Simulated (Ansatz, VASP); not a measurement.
# One calculation of SnSe, two programs

```
Sn Se
1.0
    -0.06020    2.97990    2.97990
     2.97990   -0.06020    2.97990
     2.97990    2.97990   -0.06020
Sn Se
1 1
Direct
  0.00000 0.00000 0.00000
  0.50000 0.50000 0.50000
```

Alike in both runs: task single point; functional LDA; k mesh 6 × 6 × 6; occupations gaussian, width 0.05 eV; no spin polarisation.

|  | VASP | Ansatz |
| --- | --- | --- |
| version | VASP 6.6.1 | Ansatz 0.2.0 |
| potentials or method | VASP PAW LDA potentials, release 64 (Sn_d, Se), cutoff 520 eV | plane waves, PAW |
| valence electrons in the cell | 20 | 30 |

|  | VASP | Ansatz | Ansatz less VASP |
| --- | --- | --- | --- |
| pressure (GPa) | -3.6 | -3.7 | -0.09 |
| traceless stress, the component that is largest in VASP (GPa) | 0.39 | 0.39 | +0.001 |

LDA's correlation is that of Perdew and Zunger in VASP and of Perdew and Wang (1992) in Ansatz. VASP's potentials hold 20 valence electrons a cell and Ansatz's 30, so a difference there can come from the potentials and not from the codes.
